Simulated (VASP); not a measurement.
Here is a VASP 6.6.1 calculation.

INCAR

```
PREC = Accurate
ENCUT = 520
EDIFF = 1E-6
ISMEAR = 0
SIGMA = 0.1
LREAL = False
LASPH = True
NELM = 150
ALGO = Normal
ISIF = 2
LWAVE = False
LCHARG = False
ISPIN = 2
MAGMOM = 0 0 0 0 0 1
LORBIT = 11
GGA = PE
NBANDS = 35
```

File KPOINTS:

```
Automatic mesh
0
Gamma
  6 6 4
```

File POSCAR:

```
BeZn2S2O
1.0
    5.1910736200      0.0000000000      0.0000000000
   -2.5955368100      4.4956016300      0.0000000000
    0.0000000000      0.0000000000      4.0017199500
Be Zn S O
1 2 2 1
Direct
    0.0000000000      0.0000000000      0.5000000000
    0.3333333300      0.6666666700      0.0000000000
    0.6666666700      0.3333333300      0.0000000000
    0.3333333300      0.6666666700      0.5000000000
    0.6666666700      0.3333333300      0.5000000000
    0.0000000000      0.0000000000      0.0000000000
```

Potentials or basis: VASP PAW PBE potentials, release 64 (Be, Zn, S, O).

The run is started by

```console
$ cat potpaw_PBE.64/Be/POTCAR potpaw_PBE.64/Zn/POTCAR potpaw_PBE.64/S/POTCAR potpaw_PBE.64/O/POTCAR > POTCAR
$ mpirun -np 1 vasp_std > vasp.out
```

(1) Estimate the net moment.

(2) Estimate the pressure.

Answers

(1) 0.00 μB per cell.

(2) 8.2 GPa.

Caveat: the k points lie up to 0.39 Å⁻¹ apart, too coarse for converged energies and pressures of a metal.
